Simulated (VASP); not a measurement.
Wanted: the native input for a VASP 6.6.1 run.

| Item | Value |
| --- | --- |
| Task | single point |
| Functional | LDA |
| Potentials or basis | VASP PAW LDA potentials, release 64 (W_sv) |
| Cutoff | 520 eV |
| k mesh | 10 × 7 × 1 |
| Occupations | gaussian, width 0.1 eV |
| Spin | no spin polarisation |
| Dipole correction | yes |
| Further INCAR settings | ALGO = Normal; EDIFF = 1e-06; NBANDS = 36 |

The structure of W lies in POSCAR:

```
W
1.0
    2.8093052383      0.0000000000      0.0000000000
    0.0000000000      3.9729575688      0.0000000000
    0.0000000000      0.0000000000     18.2139578574
W
4
Direct
    0.5000000000      0.5000000000      0.3843206433
    0.0000000000      0.0000000000      0.4614402144
    0.5000000000      0.5000000000      0.5377977873
    0.0000000000      0.0000000000      0.5988504561
```

The input as run:

INCAR

```
SYSTEM = W
PREC = Accurate ; ENCUT = 520
EDIFF = 1E-6 ; ISMEAR = 0
SIGMA = 0.1 ; LREAL = .FALSE.
LASPH = .TRUE. ; NELM = 60
ALGO = Normal ; ISIF = 2
LWAVE = .FALSE. ; LCHARG = .FALSE.
LDIPOL = .TRUE. ; IDIPOL = 3
DIPOL = 0.5 0.5 0.496 ; NBANDS = 36
```

KPOINTS

```
regular mesh
0
G
  10 7 1
  0 0 0
```

Potentials or basis: VASP PAW LDA potentials, release 64 (W_sv).

Launch:

```bash
$ cat potpaw_LDA.64/W_sv/POTCAR > POTCAR
$ mpirun -np 1 vasp_std > vasp.out
```

It gave:

- Largest force: 2.469 eV/Å
- Band gap on the k mesh: zero (bands 28 and 29 overlap by 0.79 eV)

Caveat: spin-orbit coupling is left out, which moves the levels of the heavy elements.

Wall time 3.4 min on 1 thread of Intel(R) Xeon(R) Platinum 8488C (Sapphire Rapids), on a shared host, peak memory 0.31 GiB.
